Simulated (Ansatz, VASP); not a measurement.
**Sb: VASP beside Ansatz**

```
CELL_PARAMETERS angstrom
3.10956 0.00000 0.00000
0.00000 3.10956 0.00000
0.00000 0.00000 3.10955
ATOMIC_POSITIONS crystal
Sb 0.00000 0.00000 0.00000
```

Alike in both runs: functional PBE; k mesh 18 × 18 × 18; occupations gaussian, width 0.1 eV; no spin polarisation.

Ansatz relaxed the structure, and its values are those at the end. VASP's run is a single point on that final structure, the one shown.

|  | VASP | Ansatz |
| --- | --- | --- |
| version | VASP 6.6.1 | Ansatz 0.2.0 |
| potentials or method | VASP PAW PBE potentials, release 64 (Sb), cutoff 520 eV | scalar-relativistic, plane waves, PAW |
| valence electrons in the cell | 5 | 15 |

|  | VASP | Ansatz | Ansatz less VASP |
| --- | --- | --- | --- |
| gap on the k mesh at the Fermi level (eV) | none | none | - |
| pressure (GPa) | 0.0 | 0.0 | +0.03 |

A gap of «none» marks a metal or a gap that the smearing closes. VASP's potentials hold 5 valence electrons a cell and Ansatz's 15, so a difference there can come from the potentials and not from the codes.

Spin-orbit coupling is off throughout.
